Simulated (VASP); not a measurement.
Input of a VASP 6.6.1 run:

File POSCAR:

```
SnS2
1.0
    3.6607574624      0.0000000000      0.0000000000
   -1.8303787312      3.1703089595      0.0000000000
    0.0000000000      0.0000000000      5.9618049176
Sn S
1 2
Direct
    0.0000000000      0.0000000000      0.0000000000
    0.3333333333      0.6666666667      0.2455903383
    0.6666666667      0.3333333333      0.7544096617
```

The input INCAR.step1:

```
SYSTEM = SnS2
ALGO = Normal ; EDIFF = 1E-5
ENCUT = 400 ; GGA = PE
GGA_COMPAT = .FALSE. ; ISIF = 2
ISMEAR = 0 ; LASPH = .TRUE.
LCHARG = .FALSE. ; LREAL = .FALSE.
LWAVE = .TRUE. ; NBANDS = 20
NELM = 120 ; PREC = Accurate
SIGMA = 0.01
```

The input INCAR.step2:

```
SYSTEM = SnS2
AEXX = 0.2 ; ALGO = Normal
EDIFF = 1E-6 ; ENCUT = 400
GGA = PE ; GGA_COMPAT = .FALSE.
HFSCREEN = 0.3 ; ISIF = 2
ISMEAR = 0 ; ISTART = 1
LASPH = .TRUE. ; LCHARG = .FALSE.
LHFCALC = .TRUE. ; LREAL = .FALSE.
LWAVE = .FALSE. ; NBANDS = 20
NELM = 120 ; PREC = Accurate
PRECFOCK = Normal ; SIGMA = 0.01
```

KPOINTS

```
k-points
0
G
  6 6 2
  0 0 0
```

Potentials or basis: VASP PAW PBE potentials, release 64 (Sn_d, S).

Launch:

```console
$ cat potpaw_PBE.64/Sn_d/POTCAR potpaw_PBE.64/S/POTCAR > POTCAR
$ cp INCAR.step1 INCAR
$ mpirun -np 1 vasp_std > vasp.out
$ cp INCAR.step2 INCAR
$ mpirun -np 1 vasp_std > vasp.out
```

**Question.** Estimate the pressure.

**Answer.** 0.6 GPa.

**Question.** Estimate the largest force.

**Answer.** 0.136 eV/Å.

**Question.** Predict the band gap on the k mesh.

**Answer.** 2.08 eV (least direct gap 2.48 eV).

Forces in eV/Å, atoms in the order of the input:
```
Sn   0.000  0.000  0.000
S    0.000  0.000 -0.136
S    0.000  0.000  0.136
```

Caveat: the k points lie up to 0.53 Å⁻¹ apart; the PAW data sets were made with another functional, which shifts forces and pressure a little; spin-orbit coupling is left out, which moves the levels of the heavy elements. A k mesh can miss the band edges.
